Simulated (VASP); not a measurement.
Set up this calculation in VASP 6.6.1, as the native input.

```
Task                   : single point
Functional             : PBEsol
Potentials or basis    : VASP PAW PBE potentials, release 64 (V_sv)
Cutoff                 : 520 eV
k mesh                 : 9 × 9 × 2
Occupations            : gaussian, width 0.1 eV
Spin                   : collinear spin, ferromagnetic start
Starting moments       : [2.0, 2.0, 2.0, 2.0] μB
Dipole correction      : no
Further INCAR settings : ALGO = Normal; EDIFF = 1e-06; NBANDS = 38
```

The structure of V lies in POSCAR:

```
V
1.0
    2.9379386628      0.0000000000      0.0000000000
   -1.4689693314      2.5443295167      0.0000000000
    0.0000000000      0.0000000000      8.0017028620
V
4
Direct
    0.0000000000      0.0000000000      0.2500000000
    0.0000000000      0.0000000000      0.7500000000
    0.3333333333      0.6666666667      0.7500000000
    0.6666666667      0.3333333333      0.2500000000
```

The input as run:

INCAR

```
  PREC = Accurate
  ENCUT = 520
  EDIFF = 1E-6
  ISMEAR = 0
  SIGMA = 0.1
  LREAL = False
  LASPH = True
  NELM = 150
  ALGO = Normal
  ISIF = 2
  LWAVE = False
  LCHARG = False
  ISPIN = 2
  MAGMOM = 2 2 2 2
  LORBIT = 11
  LMAXMIX = 4
  GGA = PS
  NBANDS = 38
```

KPOINTS

```
Automatic mesh
0
Gamma
  9 9 2
```

Potentials or basis: VASP PAW PBE potentials, release 64 (V_sv).

Run with:

```sh
$ cat potpaw_PBE.64/V_sv/POTCAR > POTCAR
$ mpirun -np 1 vasp_std > vasp.out
```

It gave:

The pressure is 120.9 GPa, the band gap on the k mesh is zero (filled and empty bands overlap) and the net moment is 0.00 μB per cell.

Caveat: the k points lie up to 0.39 Å⁻¹ apart; the PAW data sets were made with another functional, which shifts forces and pressure a little.

Run time: 120 s on 1 thread of Intel(R) Xeon(R) Platinum 8259CL CPU @ 2.50GHz (Skylake/Cascade Lake), with other jobs on the host, peak memory 0.24 GiB.
